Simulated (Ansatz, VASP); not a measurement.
# SrO in VASP and in Ansatz

```
Sr O
1.0
     4.35377    0.00000    0.00000
    -2.17689    3.77048    0.00000
     0.00000    0.00000    5.24535
Sr O
2 2
Direct
  0.33333 0.66667 0.25000
  0.66667 0.33333 0.75000
  0.66667 0.33333 0.25000
  0.33333 0.66667 0.75000
```

Alike in both runs: task single point; functional r2SCAN; k mesh 6 × 6 × 4; no spin polarisation.

|  | VASP | Ansatz |
| --- | --- | --- |
| version | VASP 6.6.1 | Ansatz 0.2.0 |
| potentials or method | VASP PAW PBE potentials, release 64 (Sr_sv, O) | plane waves, PAW |
| plane-wave cutoff (eV) | 520 | 500 |
| occupations | gaussian, width 0.01 eV | fixed |
| valence electrons in the cell | 32 | 32 |

|  | VASP | Ansatz | Ansatz less VASP |
| --- | --- | --- | --- |
| gap on the k mesh at the Fermi level (eV) | 2.84 | 2.85 | +0.008 |
| pressure (GPa) | -3.5 | -3.9 | -0.34 |
| traceless stress, the component that is largest in VASP (GPa) | -0.27 | -0.27 | -0.002 |

VASP's potentials were made for PBE, not for r2SCAN.
